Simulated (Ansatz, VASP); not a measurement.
Two plane-wave programs on Bi

```
Bi
1.0
    -1.98143    1.98143    1.92199
     1.98143   -1.98143    1.92199
     1.98143    1.98143   -1.92199
Bi
1
Direct
  0.00000 0.00000 0.00000
```

Change from the starting cell: strain +0.000 along x and y, -0.030 along z, atoms carried along.

Alike in both runs: task single point; functional LDA; k mesh 18 × 18 × 18; occupations gaussian, width 0.15 eV; no spin polarisation.

|  | VASP | Ansatz |
| --- | --- | --- |
| version | VASP 6.6.1 | Ansatz 0.2.0 |
| potentials or method | VASP PAW LDA potentials, release 64 (Bi_d), cutoff 520 eV | scalar-relativistic, plane waves, PAW |
| valence electrons in the cell | 15 | 15 |

VASP gave:

| Item | Value |
| --- | --- |
| gap on the k mesh at the Fermi level (eV) | none |
| pressure (GPa) | -1.5 |
| traceless stress, the component that is largest in VASP (GPa) | 0.06 |

Task: What did Ansatz give for the same quantities?

Result: gap on the k mesh at the Fermi level (eV): none; pressure (GPa): -1.7; traceless stress, the component that is largest in VASP (GPa): 0.06.

LDA's correlation is that of Perdew and Zunger in VASP and of Perdew and Wang (1992) in Ansatz. A gap of «none» marks a metal or a gap that the smearing closes.

Spin-orbit coupling is off throughout.
